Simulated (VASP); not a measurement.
GaN: phonons with r2SCAN

GaN:

```
Ga N
1.0
     0.00000    2.26013    2.26013
     2.26013    0.00000    2.26013
     2.26013    2.26013    0.00000
Ga N
1 1
Direct
  0.00000 0.00000 0.00000
  0.25000 0.25000 0.25000
```

This cell differs from its parent crystal: volume scaled by 1.015.

```yaml
Program: VASP 6.6.1
Task: phonons
Functional: r2SCAN
Potentials_or_basis: VASP PAW PBE potentials, release 64 (Ga_d, N)
Cutoff: 520 eV
k_mesh: 8 × 8 × 8
Occupations: gaussian, width 0.01 eV
Spin: no spin polarisation
Dipole_correction: no
Further_INCAR_settings: ALGO = Normal; EDIFF = 1e-08; NBANDS = 16; IBRION = 6; POTIM = 0.015; NSW = 1
```

```
Highest phonon frequency at Γ, LO-TO splitting left out : 540 cm⁻¹
```

Phonon frequencies in cm⁻¹ (negative: imaginary):
```csv
q point,frequencies
"(0.000, 0.000, 0.000)",-4 -4 -4 540 540 540
```

Run time: 4.4 min on 1 thread of Intel(R) Xeon(R) Platinum 8488C (Sapphire Rapids), with other jobs on the host, peak memory 0.19 GiB.

Caveat: the cell wasn't relaxed at this level first, which shifts response properties.
